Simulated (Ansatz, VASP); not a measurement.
## One calculation of HCl, two programs

File INCAR:

```
  ALGO = Normal
  EDIFF = 1E-6
  ENCUT = 520
  GGA = PS
  ISIF = 2
  ISMEAR = 0
  LASPH = True
  LCHARG = False
  LREAL = False
  LWAVE = False
  NBANDS = 11
  NELM = 60
  PREC = Accurate
  SIGMA = 0.15
```

File KPOINTS:

```
k-points
0
Gamma
  16 16 16
```

File POSCAR:

```
HCl
1.0
    0.3434781505      2.9195642796      2.9195642796
    2.9195642796      0.3434781505      2.9195642796
    2.9195642796      2.9195642796      0.3434781505
H Cl
1 1
Direct
    0.0000000000      0.0000000000      0.0000000000
    0.5000000000      0.5000000000      0.5000000000
```

Input for Ansatz:

```yaml
crystal:
  lattice:
    - [0.3434781505, 2.9195642796, 2.9195642796]
    - [2.9195642796, 0.3434781505, 2.9195642796]
    - [2.9195642796, 2.9195642796, 0.3434781505]
  atoms:
    - { symbol: H, position: [0.0, 0.0, 0.0] }
    - { symbol: Cl, position: [0.5, 0.5, 0.5] }
basis:
  ecutwfc: 420
kpoints:
  mp_grid: { grid: [16, 16, 16] }
hamiltonian:
  xc: pbesol
scf:
  occupations: { method: gaussian, width: 0.15 }
output:
  forces: true
  stress: true
  eigenvalues: true
```

Alike in both runs: task single point; functional PBEsol; k mesh 16 × 16 × 16; occupations gaussian, width 0.15 eV; no spin polarisation.

|  | VASP | Ansatz |
| --- | --- | --- |
| version | VASP 6.6.1 | Ansatz 0.2.0 |
| potentials or method | VASP PAW PBE potentials, release 64 (H, Cl), cutoff 520 eV | scalar-relativistic, plane waves, PAW |
| valence electrons in the cell | 8 | 8 |

|  | VASP | Ansatz | Ansatz less VASP |
| --- | --- | --- | --- |
| gap on the k mesh at the Fermi level (eV) | none | none | - |
| pressure (GPa) | -9.9 | -9.9 | +0.04 |
| traceless stress, the component that is largest in VASP (GPa) | -2.33 | -2.33 | -0.004 |

VASP's potentials were made for PBE, not for PBEsol. A gap of «none» marks a metal or a gap that the smearing closes.
